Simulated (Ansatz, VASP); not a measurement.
BaZrO3 in VASP and in Ansatz

Contents of INCAR:

```
SYSTEM = BaZrO3
  ALGO = Normal
  EDIFF = 1E-6
  ENCUT = 520
  GGA = PE
  ISIF = 2
  ISMEAR = 0
  LASPH = .True.
  LCHARG = .False.
  LREAL = .False.
  LWAVE = .False.
  NBANDS = 28
  NELM = 80
  PREC = Accurate
  SIGMA = 0.01
```

The input KPOINTS:

```
k-points
0
Gamma
  6 6 6
  0 0 0
```

The input POSCAR:

```
BaZrO3
1.0
    4.2936078882      0.0000000000      0.0000000000
    0.0000000000      4.2936078882      0.0000000000
    0.0000000000      0.0000000000      4.2936078882
Ba Zr O
1 1 3
Direct
    0.0000000000      0.0000000000      0.0000000000
    0.5000000000      0.5000000000      0.5000000000
    0.0000000000      0.5000000000      0.5000000000
    0.5000000000      0.0000000000      0.5000000000
    0.5000000000      0.5000000000      0.0000000000
```

Input for Ansatz:

```yaml
crystal:
  lattice:
    - [4.293607888157496, 0.0, 0.0]
    - [0.0, 4.293607888157496, 0.0]
    - [0.0, 0.0, 4.293607888157496]
  atoms:
    - { symbol: Ba, position: [0.0, 0.0, 0.0] }
    - { symbol: Zr, position: [0.5, 0.5, 0.5] }
    - { symbol: O, position: [0.0, 0.5, 0.5] }
    - { symbol: O, position: [0.5, 0.0, 0.5] }
    - { symbol: O, position: [0.5, 0.5, 0.0] }
basis:
  ecutwfc: 571.4391111657479
kpoints:
  mp_grid:
    grid: [6, 6, 6]
hamiltonian:
  xc: pbe
scf:
  occupations:
    method: fixed
output:
  stress: true
```

Alike in both runs: task single point; functional PBE; k mesh 6 × 6 × 6; no spin polarisation.

|  | VASP | Ansatz |
| --- | --- | --- |
| version | VASP 6.6.1 | Ansatz 0.2.0 |
| potentials or method | VASP PAW PBE potentials, release 64 (Ba_sv, Zr_sv, O), cutoff 520 eV | plane waves, PAW |
| occupations | gaussian, width 0.01 eV | fixed |
| valence electrons in the cell | 40 | 40 |

|  | VASP | Ansatz | Ansatz less VASP |
| --- | --- | --- | --- |
| pressure (GPa) | -5.5 | -6.3 | -0.77 |

Neither program's run includes spin-orbit coupling.
